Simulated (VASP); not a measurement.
# Te2Mo (P6_3/mmc) in VASP: notebook

The runs below take Te2Mo through single point, with PBE.

Everything below comes from runs of VASP 6.6.1. Logs are shortened: lines on timing, memory, paths and dates and some standing lists are left out, and cuts for length are marked.

**Experimental background.**

“Broadband infrared study of pressure-tunable Fano resonance and metallization transition in 2H-MoTe2”, 2022, pmc:9569381 quotes, for a bulk crystal of Te2Mo at 300 K: band gap 0.88 ± 0.05 eV (indirect).

The results are compared with them further down.

## 1. The cell of the first run

Symmetry: P6_3/mmc, No. 194, hexagonal system. Conventional cell: a = 3.557 Å, b = 3.557 Å, c = 15.205 Å, α = 90.00°, β = 90.00°, γ = 120.00°. Within 3.7 Å of Te (site symmetry 3m) lie 3 Mo at 2.74 Å and 7 Te at 3.56 to 3.62 Å. Mo (site symmetry -6m2) has 6 Te at 2.74 Å and 6 Mo at 3.56 Å within 3.6 Å.

## 2. Single point, PBE

The input, INCAR:

```
SYSTEM = Te2Mo
  ALGO = Normal
  EDIFF = 1E-7
  ENCUT = 520
  GGA = PE
  ISIF = 2
  ISMEAR = 0
  LASPH = .True.
  LCHARG = .True.
  LELF = .True.
  LREAL = .False.
  LVHAR = .True.
  LWAVE = .False.
  NBANDS = 35
  NELM = 80
  PREC = Accurate
  SIGMA = 0.02
```

The input, KPOINTS:

```
k-points
0
Gamma
  12 12 2
  0 0 0
```

The input, POSCAR:

```
Te2Mo
1.0
    3.5570664352      0.0000000000      0.0000000000
   -1.7785332176      3.0805098958      0.0000000000
    0.0000000000      0.0000000000     15.2047190412
Te Mo
4 2
Direct
    0.3333333333      0.6666666667      0.6310943580
    0.6666666667      0.3333333333      0.1310943580
    0.3333333333      0.6666666667      0.8689056420
    0.6666666667      0.3333333333      0.3689056420
    0.3333333333      0.6666666667      0.2500000000
    0.6666666667      0.3333333333      0.7500000000
```

Potentials or basis: VASP PAW PBE potentials, release 64 (Te, Mo_sv).

Run with:

```console
> cat potpaw_PBE.64/Te/POTCAR potpaw_PBE.64/Mo_sv/POTCAR > POTCAR
> mpirun -np 1 vasp_std > vasp.out
```

OUTCAR:

```text
SYSTEM = Te2Mo
   EDIFF = 1E-7
   ENCUT = 520
   GGA = PE
   ISIF = 2
   ISMEAR = 0
   LASPH = .True.
   LREAL = .False.
   NELM = 80
   PREC = Accurate

 ion  position               nearest neighbor table
   1  0.333  0.667  0.631-   6 2.74   6 2.74   6 2.74   3 3.62
   2  0.667  0.333  0.131-   5 2.74   5 2.74   5 2.74   4 3.62
   3  0.333  0.667  0.869-   6 2.74   6 2.74   6 2.74   1 3.62
   4  0.667  0.333  0.369-   5 2.74   5 2.74   5 2.74   2 3.62
   5  0.333  0.667  0.250-   2 2.74   4 2.74   2 2.74   4 2.74   2 2.74   4 2.74
   6  0.667  0.333  0.750-   1 2.74   3 2.74   1 2.74   3 2.74   1 2.74   3 2.74

  LATTYP: Found a hexagonal cell.
 ALAT       =     3.5570664352
 C/A-ratio  =     4.2745108415

  Lattice vectors:

 A1 = (   3.5570664352,   0.0000000000,   0.0000000000)
 A2 = (  -1.7785332176,   3.0805098958,   0.0000000000)
 A3 = (   0.0000000000,   0.0000000000,  15.2047190412)

Analysis of symmetry for initial positions (statically):
=====================================================================
 Subroutine PRICEL returns:
 Original cell was already a primitive cell.

 Routine SETGRP: Setting up the symmetry group for a
 hexagonal supercell.

 Subroutine GETGRP returns: Found 24 space group operations
 (whereof 12 operations were pure point group operations)
 out of a pool of 24 trial point group operations.

The static configuration has the point symmetry D_3d.
 The point group associated with its full space group is D_6h.

Analysis of symmetry for dynamics (positions and initial velocities):
=====================================================================
 Subroutine PRICEL returns:
 Original cell was already a primitive cell.

 Routine SETGRP: Setting up the symmetry group for a
 hexagonal supercell.

 Subroutine GETGRP returns: Found 24 space group operations
 (whereof 12 operations were pure point group operations)
 out of a pool of 24 trial point group operations.

The dynamic configuration has the point symmetry D_3d.
 The point group associated with its full space group is D_6h.

 Subroutine INISYM returns: Found 24 space group operations
 (whereof 12 operations are pure point group operations),
 and found     1 'primitive' translations

----------------------------------------------------------------------------------------

                                     Primitive cell

  volume of cell :     166.6069

  direct lattice vectors                    reciprocal lattice vectors
     3.557066435  0.000000000  0.000000000     0.281130538  0.162310792  0.000000000
    -1.778533218  3.080509896  0.000000000     0.000000000  0.324621583  0.000000000
     0.000000000  0.000000000 15.204719041     0.000000000  0.000000000  0.065769055

  length of vectors
     3.557066435  3.557066435 15.204719041     0.324621583  0.324621583  0.065769055

  position of ions in fractional coordinates (direct lattice)
     0.333333333  0.666666667  0.631094358
     0.666666667  0.333333333  0.131094358
     0.333333333  0.666666667  0.868905642
     0.666666667  0.333333333  0.368905642
     0.333333333  0.666666667  0.250000000
     0.666666667  0.333333333  0.750000000

  ion indices of the primitive-cell ions
   primitive index   ion index
                 1           1
                 2           2
                 3           3
                 4           4
                 5           5
                 6           6

----------------------------------------------------------------------------------------

 KPOINTS: k-points

Automatic generation of k-mesh.
 Grid dimensions read from file:
 generate k-points for:   12   12    2

 Generating k-lattice:

  Cartesian coordinates                     Fractional coordinates (reciprocal lattice)
     0.023427545  0.013525899  0.000000000     0.083333333 -0.000000000  0.000000000
     0.000000000  0.027051799  0.000000000     0.000000000  0.083333333  0.000000000
     0.000000000  0.000000000  0.032884527     0.000000000  0.000000000  0.500000000

  Length of vectors
     0.027051799  0.027051799  0.032884527

  Shift w.r.t. Gamma in fractional coordinates (k-lattice)
     0.000000000  0.000000000  0.000000000

 Subroutine IBZKPT returns following result:
 ===========================================

 Found     38 irreducible k-points:

 Following reciprocal coordinates:
            Coordinates               Weight
  0.000000  0.000000  0.000000      1.000000
  0.083333 -0.000000  0.000000      6.000000
  0.166667  0.000000  0.000000      6.000000
  0.250000 -0.000000  0.000000      6.000000
  0.333333 -0.000000  0.000000      6.000000
  0.416667 -0.000000  0.000000      6.000000
[... 16 lines left out ...]
  0.250000 -0.000000  0.500000      6.000000
  0.333333 -0.000000  0.500000      6.000000
 [... further k-points ...]
   k-points           NKPTS =     38   k-points in BZ     NKDIM =     38   number of bands    NBANDS=     35
   number of dos      NEDOS =    301   number of ions     NIONS =      6
   total plane-waves  NPLWV =  94080
   dimension x,y,z NGX =    28 NGY =   28 NGZ =  120
   dimension x,y,z NGXF=    56 NGYF=   56 NGZF=  240
   ions per type =               4   2
   NGX,Y,Z   is equivalent  to a cutoff of  13.09, 13.09, 13.12 a.u.
   NGXF,Y,Z  is equivalent  to a cutoff of  26.17, 26.17, 26.24 a.u.
 SYSTEM =  Te2Mo
   PREC   = accura    normal or accurate (medium, high low for compatibility)
   ISTART =      0    job   : 0-new  1-cont  2-samecut
   ICHARG =      2    charge: 1-file 2-atom 10-const
   ISPIN  =      1    spin polarized calculation?
   LNONCOLLINEAR =      F non collinear calculations
   LSORBIT =      F    spin-orbit coupling
   LASPH  =      T    aspherical Exc in radial PAW
   ENCUT  =  520.0 eV  38.22 Ry    6.18 a.u.   6.61  6.61 28.27*2*pi/ulx,y,z
   NELM   =     80;   NELMIN=  2; NELMDL= -5     # of ELM steps
   EDIFF  = 0.1E-06   stopping-criterion for ELM
   LREAL  =      F    real-space projection
   EDIFFG = 0.1E-05   stopping-criterion for IOM
   NSW    =      0    number of steps for IOM
   IBRION =     -1    ionic relax: 0-MD 1-quasi-New 2-CG
   NFREE  =      0    steps in history (QN), initial steepest desc. (CG)
   ISIF   =      2    stress and relaxation
   ISYM   =      2    0-nonsym 1-usesym 2-fastsym
   POTIM  = 0.5000    time-step for ionic-motion
   TEBEG  =    0.0;   TEEND  =   0.0 temperature during run
   PSTRESS=    0.0 pullay stress
   NELECT =      52.0000    total number of electrons
   NUPDOWN=      -1.0000    fix difference up-down
   EMIN   =  10.00;   EMAX   =-10.00  energy-range for DOS
   EFERMI =   0.00;   METHOD = LEGACY
   ISMEAR =     0;   SIGMA  =   0.02  broadening in eV -4-tet -1-fermi 0-gaus
   EFERMI_NEDOS =   21; number of points for ismear=-14 and -15
   IALGO  =     38    algorithm
   IMIX   =      4    mixing-type and parameters
     AMIX     =   0.40;   BMIX     =  1.00
     AMIX_MAG =   1.60;   BMIX_MAG =  1.00
  volume/ion in A,a.u.               =      27.77       187.39
  Fermi-wavevector in a.u.,A,eV,Ry     =   1.110482  2.098507 16.778307  1.233171
  Thomas-Fermi vector in A             =   2.247034
   LORBIT       =      0    0 simple, 1 ext, 2 COOP (PROOUT), +10 PAW based schemes
   GGA     = PE    functional components
   LHFCALC =     F    Hartree Fock is set to
   AEXX    =    0.0000 exact exchange contribution
   IVDW    =     0    specifies the selected vdW correction
   LEPSILON=     F    determine dielectric tensor
   LRPA    =     F    only Hartree local field effects (RPA)
 non-spin polarized calculation
 Gauss-broadening in eV      SIGMA  =   0.02
  energy-cutoff  :      520.00
  volume of cell :      166.61
 maximum number of plane-waves:      4544
 NGX is ok and might be reduce to    28
   NGX = 13   NGY = 13   NGZ = 57

 number of electron      52.0000001 magnetization

 Free energy of the ion-electron system (eV)
  ---------------------------------------------------
  ext. energy  EPLUGINS =         0.00000000
  ---------------------------------------------------
  free energy    TOTEN  =       -36.07521849 eV

  energy without entropy =      -36.07521849  energy(sigma->0) =      -36.07521849

 E-fermi :   6.8130     XC(G=0):  -9.7841

 val. band max:        6.7276504052   @ k =   0.3333   0.3333   0.0000
 cond. band min:       7.7329633700   @ k =   0.2500   0.1667   0.0000
 fundamental gap:      1.0053129648
 Fermi energy:         6.8130312621

 k-point     1 :       0.0000    0.0000    0.0000
  band No.  band energies     occupation
      1     -54.0071      2.00000
      2     -54.0071      2.00000
      3     -28.1516      2.00000
      4     -28.1516      2.00000
      5     -28.0498      2.00000
      6     -28.0498      2.00000
[... 27 lines left out ...]
     34      10.0337      0.00000
     35      11.8953      0.00000

 k-point     2 :       0.0833   -0.0000    0.0000
  band No.  band energies     occupation
      1     -54.0065      2.00000
      2     -54.0065      2.00000
      3     -28.1500      2.00000
      4     -28.1500      2.00000
      5     -28.0575      2.00000
      6     -28.0575      2.00000
[... 27 lines left out ...]
     34       9.8397      0.00000
     35      12.2422      0.00000

 k-point     3 :       0.1667    0.0000    0.0000
  band No.  band energies     occupation
      1     -54.0050      2.00000
      2     -54.0050      2.00000
      3     -28.1454      2.00000
      4     -28.1454      2.00000
      5     -28.0785      2.00000
      6     -28.0785      2.00000
[... 27 lines left out ...]
     34      10.0380      0.00000
     35      12.5230      0.00000

 k-point     4 :       0.2500   -0.0000    0.0000
  band No.  band energies     occupation
      1     -54.0030      2.00000
      2     -54.0029      2.00000
      3     -28.1391      2.00000
      4     -28.1391      2.00000
      5     -28.1071      2.00000
      6     -28.1071      2.00000
[... 27 lines left out ...]
     34      10.2297      0.00000
     35      12.5983      0.00000

 k-point     5 :       0.3333   -0.0000    0.0000
  band No.  band energies     occupation
      1     -54.0009      2.00000
      2     -54.0009      2.00000
      3     -28.1354      2.00000
      4     -28.1354      2.00000
      5     -28.1328      2.00000
      6     -28.1328      2.00000
[... 638 lines left out ...]
 k-point    22 :       0.1667    0.0000    0.5000
  band No.  band energies     occupation
      1     -54.0050      2.00000
      2     -54.0050      2.00000
      3     -28.1454      2.00000
      4     -28.1454      2.00000
      5     -28.0785      2.00000
      6     -28.0785      2.00000
[... 27 lines left out ...]
     34       9.9848      0.00000
     35      13.1171      0.00000

 k-point    23 :       0.2500   -0.0000    0.5000
  band No.  band energies     occupation
      1     -54.0030      2.00000
      2     -54.0030      2.00000
      3     -28.1391      2.00000
      4     -28.1391      2.00000
      5     -28.1071      2.00000
      6     -28.1071      2.00000
[... 27 lines left out ...]
     34      10.1497      0.00000
     35      12.9492      0.00000

 k-point    24 :       0.3333   -0.0000    0.5000
  band No.  band energies     occupation
      1     -54.0009      2.00000
      2     -54.0009      2.00000
      3     -28.1354      2.00000
      4     -28.1354      2.00000
      5     -28.1328      2.00000
      6     -28.1328      2.00000
[... 27 lines left out ...]
     34      10.2525      0.00000
     35      12.1449      0.00000

 [... further k-points ...]

------------------------ aborting loop because EDIFF is reached ----------------------------------------

  FORCE on cell =-STRESS in cart. coord.  units (eV):
  Direction    XX          YY          ZZ          XY          YZ          ZX
  --------------------------------------------------------------------------------------
  -------------------------------------------------------------------------------------
  Total       -0.0185190     -0.0185190      0.1125465      0.0000000      0.0000000      0.0000000
  in kB       -0.1780882     -0.1780882      1.0823050      0.0000000      0.0000000      0.0000000
  external PRESSURE =       0.2420429 kB  Pullay stress =       0.0000000 kB

 VOLUME and BASIS-vectors are now :
 -----------------------------------------------------------------------------
  energy-cutoff  :      520.00
  volume of cell :      166.61
      direct lattice vectors                 reciprocal lattice vectors
     3.557066435  0.000000000  0.000000000     0.281130538  0.162310792  0.000000000
    -1.778533218  3.080509896  0.000000000     0.000000000  0.324621583  0.000000000
     0.000000000  0.000000000 15.204719041     0.000000000  0.000000000  0.065769055

 POSITION                                       TOTAL-FORCE (eV/Angst)
 -----------------------------------------------------------------------------------
     -0.00000      2.05367      9.59561        -0.000000      0.000000     -0.011185
      1.77853      1.02684      1.99325         0.000000     -0.000000     -0.011185
     -0.00000      2.05367     13.21147        -0.000000      0.000000      0.011185
      1.77853      1.02684      5.60911         0.000000     -0.000000      0.011185
     -0.00000      2.05367      3.80118         0.000000      0.000000      0.000000
      1.77853      1.02684     11.40354        -0.000000     -0.000000      0.000000
 -----------------------------------------------------------------------------------
    total drift:                               -0.000000      0.000000     -0.000000

  FREE ENERGIE OF THE ION-ELECTRON SYSTEM (eV)
  ---------------------------------------------------
  free  energy   TOTEN  =       -36.0752184932 eV

  energy  without entropy=      -36.0752184932  energy(sigma->0) =      -36.07521849
```

It took 6.9 min on 1 thread of Intel Xeon 8259CL, shared host; peak memory 0.42 GiB.

What came out:

- Free energy: -36.0752 eV
- Pressure: 0.0 GPa
- Largest force: 0.011 eV/Å
- Band gap on the k mesh: 1.01 eV (least direct gap 1.03 eV)

Forces in eV/Å, atoms in the order of the input:
```
Te   0.000  0.000 -0.011
Te   0.000  0.000 -0.011
Te   0.000  0.000  0.011
Te   0.000  0.000  0.011
Mo   0.000  0.000  0.000
Mo   0.000  0.000  0.000
```

Stress tensor (GPa, compression positive):
```
-0.02  0.00  0.00
 0.00 -0.02  0.00
 0.00  0.00  0.11
```

Caveat: spin-orbit coupling is left out, which moves the levels of the heavy elements; this functional lacks dispersion, which binds layers or chains, so the pressure and a relaxed spacing across them are unreliable.

## 3. Single point, PBE

INCAR is that of step 2.

KPOINTS is that of step 2.

The input, POSCAR:

```
Te2Mo
1.0
    3.5570664331      0.0000000000      0.0000000000
   -1.7785332165      3.0805098940      0.0000000000
    0.0000000000      0.0000000000     15.2047186580
Te Mo
4 2
Direct
    0.3333333333      0.6666666667      0.6310943552
    0.6666666667      0.3333333333      0.1310943552
    0.3333333333      0.6666666667      0.8689056448
    0.6666666667      0.3333333333      0.3689056448
    0.3333333333      0.6666666667      0.2500000000
    0.6666666667      0.3333333333      0.7500000000
```

Potentials or basis: VASP PAW PBE potentials, release 64 (Te, Mo_sv).

Run with:

```console
> cat potpaw_PBE.64/Te/POTCAR potpaw_PBE.64/Mo_sv/POTCAR > POTCAR
> mpirun -np 1 vasp_std > vasp.out
```

OUTCAR:

```text
SYSTEM = Te2Mo
   EDIFF = 1E-7
   ENCUT = 520
   GGA = PE
   ISIF = 2
   ISMEAR = 0
   LASPH = .True.
   LREAL = .False.
   NELM = 80
   PREC = Accurate

 ion  position               nearest neighbor table
   1  0.333  0.667  0.631-   6 2.74   6 2.74   6 2.74   3 3.62
   2  0.667  0.333  0.131-   5 2.74   5 2.74   5 2.74   4 3.62
   3  0.333  0.667  0.869-   6 2.74   6 2.74   6 2.74   1 3.62
   4  0.667  0.333  0.369-   5 2.74   5 2.74   5 2.74   2 3.62
   5  0.333  0.667  0.250-   2 2.74   4 2.74   2 2.74   4 2.74   2 2.74   4 2.74
[... 1123 lines left out ...]
  -------------------------------------------------------------------------------------
  Total       -0.0185188     -0.0185188      0.1125470     -0.0000000      0.0000000      0.0000000
  in kB       -0.1780859     -0.1780859      1.0823096     -0.0000000      0.0000000      0.0000000
  external PRESSURE =       0.2420460 kB  Pullay stress =       0.0000000 kB

 VOLUME and BASIS-vectors are now :
 -----------------------------------------------------------------------------
  energy-cutoff  :      520.00
  volume of cell :      166.61
      direct lattice vectors                 reciprocal lattice vectors
     3.557066433  0.000000000  0.000000000     0.281130538  0.162310792  0.000000000
    -1.778533217  3.080509894  0.000000000     0.000000000  0.324621584  0.000000000
     0.000000000  0.000000000 15.204718658     0.000000000  0.000000000  0.065769056

 POSITION                                       TOTAL-FORCE (eV/Angst)
 -----------------------------------------------------------------------------------
     -0.00000      2.05367      9.59561         0.000000     -0.000000     -0.011185
      1.77853      1.02684      1.99325         0.000000      0.000000     -0.011185
     -0.00000      2.05367     13.21147         0.000000     -0.000000      0.011185
      1.77853      1.02684      5.60911         0.000000      0.000000      0.011185
     -0.00000      2.05367      3.80118        -0.000000      0.000000     -0.000000
      1.77853      1.02684     11.40354        -0.000000      0.000000     -0.000000
 -----------------------------------------------------------------------------------
    total drift:                               -0.000000      0.000000     -0.000000

  FREE ENERGIE OF THE ION-ELECTRON SYSTEM (eV)
  ---------------------------------------------------
  free  energy   TOTEN  =       -36.0752184925 eV

  energy  without entropy=      -36.0752184925  energy(sigma->0) =      -36.07521849
```

Wall time 7.3 min (1 thread of Intel Xeon 8259CL, shared host); peak memory 0.42 GiB.

Results:

| Item | Value |
| --- | --- |
| Free energy | -36.0752 eV |
| Pressure | 0.0 GPa |
| Largest force | 0.011 eV/Å |
| Band gap on the k mesh | 1.01 eV (least direct gap 1.03 eV) |

Forces on the atoms (eV/Å):
```
Te   0.000  0.000 -0.011
Te   0.000  0.000 -0.011
Te   0.000  0.000  0.011
Te   0.000  0.000  0.011
Mo   0.000  0.000  0.000
Mo   0.000  0.000  0.000
```

Caveat: spin-orbit coupling is left out, which moves the levels of the heavy elements; this functional lacks dispersion, which binds layers or chains, so the pressure and a relaxed spacing across them are unreliable.

(Continued in part 2 of 2.)
